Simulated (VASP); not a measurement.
**La16HO24 (a cell with a defect): single point with PBE**

La16HO24 (a cell with a defect):

```xyz
41
Lattice="7.8811 0.0000 0.0000 -3.9406 6.8253 0.0000 0.0000 0.0000 12.3757" Properties=species:S:1:pos:R:3 pbc="T T T"
La    2.1011    1.1033    4.6255
La   -0.0260    2.2826    1.5707
La    1.9948    1.0938   10.8189
La    0.0582    2.2561    7.7535
La    0.0667    4.5035    4.6707
La   -1.9599    5.6812    1.5348
La    0.0556    4.5186   10.8662
La   -1.9362    5.6625    7.7061
La    6.0978    1.0168    4.9466
La    3.7860    2.3612    1.2687
La    5.9721    1.1038   10.8467
La    3.9634    2.2578    7.7372
La    4.0348    4.4499    4.6211
La    1.9444    5.7174    1.5746
La    3.9977    4.5469   10.8262
La    2.0199    5.6423    7.7609
O     1.9937    1.1416    2.1436
O     0.0457    2.2256    4.0508
O    -0.1000    0.0726    0.0664
O     2.0311    1.0910    8.4087
O     0.0312    2.2665   10.1771
O     0.0773   -0.0533    6.2170
O     0.0407    4.5270    2.2297
O    -1.9320    5.6609    3.9835
O    -1.9299    3.3934    0.0222
O     0.0688    4.5126    8.3553
O    -1.9386    5.6712   10.2108
O    -1.9333    3.3708    6.1899
O     5.7910    1.2197    2.3484
O     4.1038    2.1878    3.8776
O     3.9961   -0.0141    0.0343
O     5.9782    1.0946    8.3465
O     3.9463    2.2707   10.2687
O     3.9994   -0.0086    6.1770
O     3.9459    4.5363    2.1333
O     2.0330    5.6674    4.0463
O     1.9357    3.4306    0.0383
O     4.0105    4.5140    8.4123
O     2.0003    5.6665   10.1824
O     2.1512    3.2986    6.1536
H    -2.8189    1.6626    3.0172
```

```yaml
Program: VASP 6.6.1
Task: single point
Functional: PBE
Potentials_or_basis: VASP PAW PBE potentials, release 64 (La, O, H)
Cutoff: 520 eV
k_mesh: 1 × 1 × 1, shifted
Occupations: fermi-dirac, width 0.01 eV
Spin: no spin polarisation
Dipole_correction: no
Charge: 1
Further_INCAR_settings: LREAL = Auto; ALGO = Normal; EDIFF = 1e-06; NBANDS = 186; NELECT = 320.0
```

| Property | Result |
| --- | --- |
| Largest force | 0.175 eV/Å |

Forces in eV/Å, atoms in the order of the input:
```
La  -0.110  0.076 -0.022
La   0.109 -0.066  0.008
La  -0.125  0.076 -0.011
La   0.131 -0.058  0.012
La  -0.118  0.095 -0.015
La   0.123 -0.071  0.070
La  -0.128  0.083 -0.030
La   0.126 -0.066 -0.027
La  -0.073  0.074  0.056
La   0.094 -0.034  0.036
La  -0.143  0.076  0.002
La   0.134 -0.064  0.020
La  -0.140  0.096  0.002
La   0.133 -0.077 -0.011
La  -0.139  0.075 -0.031
La   0.115 -0.079 -0.010
O   -0.141  0.046 -0.002
O    0.126 -0.074 -0.020
O   -0.004 -0.004 -0.011
O   -0.124  0.079 -0.007
O    0.130 -0.086  0.010
O   -0.019  0.018 -0.007
O   -0.123  0.071 -0.027
O    0.117 -0.055 -0.005
O   -0.001 -0.017  0.000
O   -0.152  0.077  0.040
O    0.102 -0.058  0.024
O   -0.001 -0.008  0.009
O   -0.056  0.032 -0.100
O    0.109 -0.071  0.012
O   -0.012  0.001 -0.006
O   -0.131  0.091 -0.001
O    0.115 -0.071 -0.012
O   -0.007  0.008  0.026
O   -0.112  0.067  0.007
O    0.110 -0.071 -0.022
O    0.005 -0.016  0.039
O   -0.118  0.067  0.003
O    0.128 -0.076  0.024
O   -0.032  0.028  0.030
H    0.102 -0.111 -0.051
```

Levels at points of the mesh, in eV from the Fermi level:
```
           k point  band 156  band 157  band 158  band 159  band 160  band 161  band 162  band 163  band 164  band 165
(0.25, 0.25, 0.25)     -0.34     -0.32     -0.32     -0.27     -0.25      3.80      3.87      4.00      4.10      4.11
```

Run time: 33 min on 1 thread of Intel(R) Xeon(R) 6975P-C (Granite Rapids), on a shared host, peak memory 0.99 GiB.

Caveat: the cell carries a net charge on a neutralising background, which shifts energy and pressure; the cell is charged against a uniform background, so pressure and absolute levels hang on convention; spin-orbit coupling is left out, which moves the levels of the heavy elements.
